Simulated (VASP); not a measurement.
# AlO2 in VASP: notebook

Runs on AlO2. Level: PBE. Tasks: single point.

Program: VASP 6.6.1. These are calculated values, not measurements. Logs are shortened: lines on timing, memory, paths and dates and some standing lists are left out, and cuts for length are marked.

## (1) The cell of the first run

The typed cell holds 6 atoms: a = 4.079 Å, b = 4.079 Å, c = 4.079 Å, α = 89.97°, β = 89.97°, γ = 89.97°.

## (2) Single point, PBE

INCAR reads:

```
PREC = Accurate
ENCUT = 520
EDIFF = 1E-6
ISMEAR = 0
SIGMA = 0.1
LREAL = F
LASPH = T
NELM = 80
ALGO = Normal
ISIF = 2
LWAVE = F
LCHARG = T
GGA = PE
LELF = T
LVHAR = T
NBANDS = 24
```

KPOINTS reads:

```
regular mesh
0
Gamma
  6 6 6
```

POSCAR reads:

```
AlO2
1.0
    2.8833356068      1.6646945887      2.3557913481
   -2.8833356068      1.6646945887      2.3557913481
    0.0000000000     -3.3293891775      2.3557913481
Al O
2 4
Direct
    0.7505441308      0.7505441308      0.7505441308
    0.2504034821      0.2504034821      0.2504034821
    0.5004406513      0.0004126873      0.5004406513
    0.5004406513      0.5004406513      0.0004126873
    0.0004126873      0.5004406513      0.5004406513
    1.0004675474      1.0004675474      1.0004675474
```

Potentials or basis: VASP PAW PBE potentials, release 64 (Al, O).

Started as:

```bash
$ cat potpaw_PBE.64/Al/POTCAR potpaw_PBE.64/O/POTCAR > POTCAR
$ mpirun -np 1 vasp_std > vasp.out
```

OUTCAR:

```text
PREC = Accurate
   ENCUT = 520
   EDIFF = 1E-6
   ISMEAR = 0
   LREAL = F
   LASPH = T
   NELM = 80
   ISIF = 2
   GGA = PE

 ion  position               nearest neighbor table
   1  0.751  0.751  0.751-   4 1.77   3 1.77   5 1.77   6 1.77
   2  0.250  0.250  0.250-   4 1.77   3 1.77   5 1.77   6 1.77
   3  0.500  0.000  0.500-   2 1.77   1 1.77
   4  0.500  0.500  0.000-   2 1.77   1 1.77
   5  0.000  0.500  0.500-   2 1.77   1 1.77
   6  0.000  0.000  0.000-   1 1.77   2 1.77

  LATTYP: Found a trigonal (rhomboedric) cell.
 ALAT       =     4.0785518473
 COS(alpha) =     0.0004410527

  Lattice vectors:

 A1 = (   2.8833356068,   1.6646945887,   2.3557913481)
 A2 = (  -2.8833356068,   1.6646945887,   2.3557913481)
 A3 = (   0.0000000000,  -3.3293891775,   2.3557913481)

Analysis of symmetry for initial positions (statically):
=====================================================================
 Subroutine PRICEL returns:
 Original cell was already a primitive cell.

 Routine SETGRP: Setting up the symmetry group for a
 trigonal (rhombohedral) supercell.

 Subroutine GETGRP returns: Found  6 space group operations
 (whereof  6 operations were pure point group operations)
 out of a pool of 12 trial point group operations.

The static configuration has the point symmetry C_3v.

Analysis of symmetry for dynamics (positions and initial velocities):
=====================================================================
 Subroutine PRICEL returns:
 Original cell was already a primitive cell.

 Routine SETGRP: Setting up the symmetry group for a
 trigonal (rhombohedral) supercell.

 Subroutine GETGRP returns: Found  6 space group operations
 (whereof  6 operations were pure point group operations)
 out of a pool of 12 trial point group operations.

The dynamic configuration has the point symmetry C_3v.

 Subroutine INISYM returns: Found  6 space group operations
 (whereof  6 operations are pure point group operations),
 and found     1 'primitive' translations

----------------------------------------------------------------------------------------

                                     Primitive cell

  volume of cell :      67.8450

  direct lattice vectors                    reciprocal lattice vectors
     2.883335607  1.664694589  2.355791348     0.173410268  0.100118465  0.141495270
    -2.883335607  1.664694589  2.355791348    -0.173410268  0.100118465  0.141495270
     0.000000000 -3.329389177  2.355791348     0.000000000 -0.200236930  0.141495270

  length of vectors
     4.078551847  4.078551847  4.078551847     0.245185113  0.245185113  0.245185113

  position of ions in fractional coordinates (direct lattice)
     0.750544131  0.750544131  0.750544131
     0.250403482  0.250403482  0.250403482
     0.500440651  0.000412687  0.500440651
     0.500440651  0.500440651  0.000412687
     0.000412687  0.500440651  0.500440651
     0.000467547  0.000467547  0.000467547

  ion indices of the primitive-cell ions
   primitive index   ion index
                 1           1
                 2           2
                 3           3
                 4           4
                 5           5
                 6           6

----------------------------------------------------------------------------------------

 KPOINTS: regular mesh

Automatic generation of k-mesh.
 Grid dimensions read from file:
 generate k-points for:    6    6    6

 Generating k-lattice:

  Cartesian coordinates                     Fractional coordinates (reciprocal lattice)
     0.028901711  0.016686411  0.023582545     0.166666667  0.000000000  0.000000000
    -0.028901711  0.016686411  0.023582545     0.000000000  0.166666667  0.000000000
     0.000000000 -0.033372822  0.023582545     0.000000000  0.000000000  0.166666667

  Length of vectors
     0.040864185  0.040864185  0.040864185

  Shift w.r.t. Gamma in fractional coordinates (k-lattice)
     0.000000000  0.000000000  0.000000000

 Subroutine IBZKPT returns following result:
 ===========================================

 Found     32 irreducible k-points:

 Following reciprocal coordinates:
            Coordinates               Weight
  0.000000  0.000000  0.000000      1.000000
  0.166667 -0.000000 -0.000000      6.000000
  0.333333 -0.000000  0.000000      6.000000
  0.500000  0.000000  0.000000      3.000000
  0.166667  0.166667 -0.000000      6.000000
  0.333333  0.166667 -0.000000     12.000000
[... 16 lines left out ...]
  0.500000  0.500000  0.166667      6.000000
 -0.333333  0.500000  0.166667     12.000000
 [... further k-points ...]
   k-points           NKPTS =     32   k-points in BZ     NKDIM =     32   number of bands    NBANDS=     24
   number of dos      NEDOS =    301   number of ions     NIONS =      6
   total plane-waves  NPLWV =  27000
   dimension x,y,z NGX =    30 NGY =   30 NGZ =   30
   dimension x,y,z NGXF=    60 NGYF=   60 NGZF=   60
   ions per type =               2   4
   NGX,Y,Z   is equivalent  to a cutoff of  12.23, 12.23, 12.23 a.u.
   NGXF,Y,Z  is equivalent  to a cutoff of  24.46, 24.46, 24.46 a.u.
 SYSTEM =  unknown system
   PREC   = accura    normal or accurate (medium, high low for compatibility)
   ISTART =      0    job   : 0-new  1-cont  2-samecut
   ICHARG =      2    charge: 1-file 2-atom 10-const
   ISPIN  =      1    spin polarized calculation?
   LNONCOLLINEAR =      F non collinear calculations
   LSORBIT =      F    spin-orbit coupling
   LASPH  =      T    aspherical Exc in radial PAW
   ENCUT  =  520.0 eV  38.22 Ry    6.18 a.u.   7.58  7.58  7.58*2*pi/ulx,y,z
   NELM   =     80;   NELMIN=  2; NELMDL= -5     # of ELM steps
   EDIFF  = 0.1E-05   stopping-criterion for ELM
   LREAL  =      F    real-space projection
   EDIFFG = 0.1E-04   stopping-criterion for IOM
   NSW    =      0    number of steps for IOM
   IBRION =     -1    ionic relax: 0-MD 1-quasi-New 2-CG
   NFREE  =      0    steps in history (QN), initial steepest desc. (CG)
   ISIF   =      2    stress and relaxation
   ISYM   =      2    0-nonsym 1-usesym 2-fastsym
   POTIM  = 0.5000    time-step for ionic-motion
   TEBEG  =    0.0;   TEEND  =   0.0 temperature during run
   PSTRESS=    0.0 pullay stress
   NELECT =      30.0000    total number of electrons
   NUPDOWN=      -1.0000    fix difference up-down
   EMIN   =  10.00;   EMAX   =-10.00  energy-range for DOS
   EFERMI =   0.00;   METHOD = LEGACY
   ISMEAR =     0;   SIGMA  =   0.10  broadening in eV -4-tet -1-fermi 0-gaus
   EFERMI_NEDOS =   21; number of points for ismear=-14 and -15
   IALGO  =     38    algorithm
   IMIX   =      4    mixing-type and parameters
     AMIX     =   0.40;   BMIX     =  1.00
     AMIX_MAG =   1.60;   BMIX_MAG =  1.00
  volume/ion in A,a.u.               =      11.31        76.31
  Fermi-wavevector in a.u.,A,eV,Ry     =   1.247219  2.356902 21.164606  1.555555
  Thomas-Fermi vector in A             =   2.381361
   LORBIT       =      0    0 simple, 1 ext, 2 COOP (PROOUT), +10 PAW based schemes
   GGA     = PE    functional components
   LHFCALC =     F    Hartree Fock is set to
   AEXX    =    0.0000 exact exchange contribution
   IVDW    =     0    specifies the selected vdW correction
   LEPSILON=     F    determine dielectric tensor
   LRPA    =     F    only Hartree local field effects (RPA)
 non-spin polarized calculation
 Gauss-broadening in eV      SIGMA  =   0.10
  energy-cutoff  :      520.00
  volume of cell :       67.84
 maximum number of plane-waves:      1856
   NGX = 15   NGY = 15   NGZ = 15

 number of electron      29.9999972 magnetization

 Free energy of the ion-electron system (eV)
  ---------------------------------------------------
  ext. energy  EPLUGINS =         0.00000000
  ---------------------------------------------------
  free energy    TOTEN  =       -38.67077662 eV

  energy without entropy =      -38.60634928  energy(sigma->0) =      -38.63856295

 E-fermi :   2.0228     XC(G=0): -10.0786

 val. band max:        2.0222146293   @ k =   0.5000   0.3333  -0.0000
 cond. band min:       2.0360364829   @ k =   0.5000   0.5000   0.1667
 fundamental gap:      0.0138218537
 Fermi energy:         2.0228131029

 k-point     1 :       0.0000    0.0000    0.0000
  band No.  band energies     occupation
      1     -15.7294      2.00000
      2     -14.0763      2.00000
      3     -14.0750      2.00000
      4     -14.0750      2.00000
      5      -3.8666      2.00000
      6      -1.0686      2.00000
[... 16 lines left out ...]
     23      16.5438      0.00000
     24      16.9307      0.00000

 k-point     2 :       0.1667   -0.0000   -0.0000
  band No.  band energies     occupation
      1     -15.6320      2.00000
      2     -14.2024      2.00000
      3     -14.0709      2.00000
      4     -14.0700      2.00000
      5      -3.7060      2.00000
      6      -1.2936      2.00000
[... 16 lines left out ...]
     23      16.6578      0.00000
     24      16.6767      0.00000

 k-point     3 :       0.3333   -0.0000    0.0000
  band No.  band energies     occupation
      1     -15.3574      2.00000
      2     -14.5351      2.00000
      3     -14.0613      2.00000
      4     -14.0604      2.00000
      5      -3.2544      2.00000
      6      -1.8759      2.00000
[... 16 lines left out ...]
     23      16.5193      0.00000
     24      17.1019      0.00000

 k-point     4 :       0.5000    0.0000    0.0000
  band No.  band energies     occupation
      1     -14.9610      2.00000
      2     -14.9601      2.00000
      3     -14.0564      2.00000
      4     -14.0555      2.00000
      5      -2.5976      2.00000
      6      -2.5968      2.00000
[... 16 lines left out ...]
     23      17.2805      0.00000
     24      17.2821      0.00000

 k-point     5 :       0.1667    0.1667   -0.0000
  band No.  band energies     occupation
      1     -15.5387      2.00000
      2     -14.2096      2.00000
      3     -14.1663      2.00000
      4     -14.0737      2.00000
      5      -3.5790      2.00000
      6      -1.5431      2.00000
[... 16 lines left out ...]
     23      16.3643      0.00000
     24      16.6664      0.00000

 k-point     6 :       0.3333    0.1667   -0.0000
  band No.  band energies     occupation
      1     -15.2768      2.00000
      2     -14.5016      2.00000
      3     -14.1489      2.00000
      4     -14.0859      2.00000
      5      -3.2176      2.00000
      6      -2.0754      2.00000
[... 16 lines left out ...]
     23      16.2370      0.00000
     24      17.0106      0.00000
[... 379 lines left out ...]
 k-point    21 :      -0.3333    0.3333    0.1667
  band No.  band energies     occupation
      1     -14.9935      2.00000
      2     -14.4524      2.00000
      3     -14.3348      2.00000
      4     -14.2053      2.00000
      5      -3.4622      2.00000
      6      -2.1669      2.00000
[... 16 lines left out ...]
     23      15.7047      0.00000
     24      16.4785      0.00000

 k-point    22 :      -0.1667    0.3333    0.1667
  band No.  band energies     occupation
      1     -15.2011      2.00000
      2     -14.4755      2.00000
      3     -14.1780      2.00000
      4     -14.1495      2.00000
      5      -3.3152      2.00000
      6      -2.0388      2.00000
[... 16 lines left out ...]
     23      15.8391      0.00000
     24      16.8132      0.00000

 k-point    23 :       0.5000    0.5000    0.1667
  band No.  band energies     occupation
      1     -14.6296      2.00000
      2     -14.4978      2.00000
      3     -14.4179      2.00000
      4     -14.4158      2.00000
      5      -3.6481      2.00000
      6      -2.3723      2.00000
[... 16 lines left out ...]
     23      15.5796      0.00000
     24      15.5797      0.00000

 k-point    24 :      -0.3333    0.5000    0.1667
  band No.  band energies     occupation
      1     -14.7412      2.00000
      2     -14.6670      2.00000
      3     -14.3045      2.00000
      4     -14.2644      2.00000
      5      -3.5187      2.00000
      6      -2.2835      2.00000
[... 16 lines left out ...]
     23      15.6304      0.00000
     24      16.1639      0.00000

 [... further k-points ...]
[... 5 lines left out ...]
  --------------------------------------------------------------------------------------
  -------------------------------------------------------------------------------------
  Total       -0.0280518     -0.0280518     -0.0658079      0.0000000      0.0000000      0.0000000
  in kB       -0.6624510     -0.6624510     -1.5540716      0.0000000      0.0000000      0.0000000
  external PRESSURE =      -0.9596579 kB  Pullay stress =       0.0000000 kB

 VOLUME and BASIS-vectors are now :
 -----------------------------------------------------------------------------
  energy-cutoff  :      520.00
  volume of cell :       67.84
      direct lattice vectors                 reciprocal lattice vectors
     2.883335607  1.664694589  2.355791348     0.173410268  0.100118465  0.141495270
    -2.883335607  1.664694589  2.355791348    -0.173410268  0.100118465  0.141495270
     0.000000000 -3.329389177  2.355791348     0.000000000 -0.200236930  0.141495270

 POSITION                                       TOTAL-FORCE (eV/Angst)
 -----------------------------------------------------------------------------------
      0.00000     -0.00000      5.30438        -0.000000     -0.000000      0.000027
      0.00000     -0.00000      1.76970        -0.000000      0.000000     -0.002208
      1.44175     -0.83239      2.35884        -0.000141      0.000081      0.000591
      0.00000      1.66479      2.35884        -0.000000     -0.000163      0.000591
     -1.44175     -0.83239      2.35884         0.000141      0.000081      0.000591
      0.00000     -0.00000      0.00330        -0.000000     -0.000000      0.000408
 -----------------------------------------------------------------------------------
    total drift:                                0.000000     -0.000002      0.000351

  FREE ENERGIE OF THE ION-ELECTRON SYSTEM (eV)
  ---------------------------------------------------
  free  energy   TOTEN  =       -38.6707766234 eV

  energy  without entropy=      -38.6063492751  energy(sigma->0) =      -38.63856295
```

It took 51 s on 1 thread of Intel Xeon Platinum 8488C (Sapphire Rapids), shared host; peak memory 0.18 GiB.

What came out:

| Item | Value |
| --- | --- |
| Free energy | -38.6708 eV |
| Pressure | -0.1 GPa |
| Band gap on the k mesh | zero (band 15 reaches 2.32 eV, above the bottom of band 16 at 1.79 eV) |

Forces on the atoms (eV/Å):
```
Al   0.000  0.000  0.000
Al   0.000  0.000 -0.002
O    0.000  0.000  0.001
O    0.000  0.000  0.001
O    0.000  0.000  0.001
O    0.000  0.000  0.000
```

Levels at points of the mesh, in eV from the Fermi level:
| k point | band 13 | band 14 | band 15 | band 16 | band 17 | band 18 |
| --- | --- | --- | --- | --- | --- | --- |
| (0.00, 0.00, 0.00) | -0.44 | 0.05 | 0.05 | 0.05 | 5.59 | 7.76 |
| (0.50, 0.00, 0.00) | -0.57 | -0.56 | -0.23 | -0.23 | 8.30 | 8.30 |
| (0.50, 0.50, 0.00) | -0.40 | -0.40 | 0.10 | 0.10 | 10.17 | 10.18 |
| (0.50, 0.50, 0.50) | -0.06 | 0.30 | 0.30 | 0.30 | 9.22 | 11.08 |

(Part 1 of 2 ends here.)
